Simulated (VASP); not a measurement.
Input of a VASP 6.6.1 run:

POSCAR

```
AlGa3As4
1.0
    3.7101357124      0.0000000000      0.0000000000
   -1.8550678562      3.2130717784      0.0000000000
    0.0000000000      0.0000000000     12.1730299025
Al Ga As
1 3 4
Direct
    0.0000000000      0.0000000000      0.9981797115
    0.6666666667      0.3333333333      0.2594853150
    0.6666666667      0.3333333333      0.7377092299
    0.0000000000      0.0000000000      0.4984600077
    0.6666666667      0.3333333333      0.0800988601
    0.6666666667      0.3333333333      0.5559748540
    0.0000000000      0.0000000000      0.3167826188
    0.0000000000      0.0000000000      0.7951104030
```

Contents of INCAR.step1:

```
SYSTEM = AlGa3As4
ALGO = Normal
EDIFF = 1E-4
ENCUT = 600
GGA = PE
ISMEAR = 0
LASPH = .True.
LCHARG = .False.
LREAL = .False.
LWAVE = .True.
NELM = 100
PREC = Accurate
SIGMA = 0.1
```

Contents of INCAR.step2:

```
SYSTEM = AlGa3As4
ALGO = Normal
EDIFF = 1E-6
EDIFFG = -0.05
ENCUT = 600
IBRION = 2
ISIF = 3
ISMEAR = 0
ISTART = 1
LASPH = .True.
LCHARG = .False.
LMIXTAU = .True.
LREAL = .False.
LWAVE = .False.
METAGGA = R2SCAN
NELM = 100
NSW = 80
PREC = Accurate
SIGMA = 0.1
```

The input KPOINTS:

```
k-points
0
Gamma
  6 6 2
  0 0 0
```

Potentials or basis: VASP PAW PBE potentials, release 64 (Al, Ga_d, As).

The run is started by

```bash
$ cat potpaw_PBE.64/Al/POTCAR potpaw_PBE.64/Ga_d/POTCAR potpaw_PBE.64/As/POTCAR > POTCAR
$ cp INCAR.step1 INCAR
$ mpirun -np 1 vasp_std > vasp.out
$ cp INCAR.step2 INCAR
$ mpirun -np 1 vasp_std > vasp.out
```

Q: What does it give for the space group after relaxing (to 0.1 Å)?

A: P3m1 (No. 156).

Q: Predict the relaxed cell.

A: a = 4.000 Å, b = 4.000 Å, c = 13.169 Å, α = 90.00°, β = 90.00°, γ = 120.00°.

Q: Predict the band gap on the k mesh.

A: 1.07 eV.

Q: What does it give for the relaxed volume?

A: 22.81 Å³/atom.

Final structure:
```cif
data_structure
_symmetry_space_group_name_H-M 'P 1'
_symmetry_Int_Tables_number 1
_cell_length_a 4.0005
_cell_length_b 4.0005
_cell_length_c 13.1690
_cell_angle_alpha 90.000
_cell_angle_beta 90.000
_cell_angle_gamma 120.000
_cell_volume 182.52
loop_
_atom_site_label
_atom_site_type_symbol
_atom_site_fract_x
_atom_site_fract_y
_atom_site_fract_z
_atom_site_occupancy
Al1 Al 0.00000 0.00000 0.99931 1
Ga1 Ga 0.66667 0.33333 0.24909 1
Ga2 Ga 0.66667 0.33333 0.74796 1
Ga3 Ga 0.00000 0.00000 0.49870 1
As1 As 0.66667 0.33333 0.06190 1
As2 As 0.66667 0.33333 0.56132 1
As3 As 0.00000 0.00000 0.31186 1
As4 As 0.00000 0.00000 0.81166 1
```

Caveat: the volume moved by over 15 % at a fixed basis, so the end points are rough; the PAW data sets were made with another functional, which shifts forces and pressure a little. A k mesh can miss the band edges.
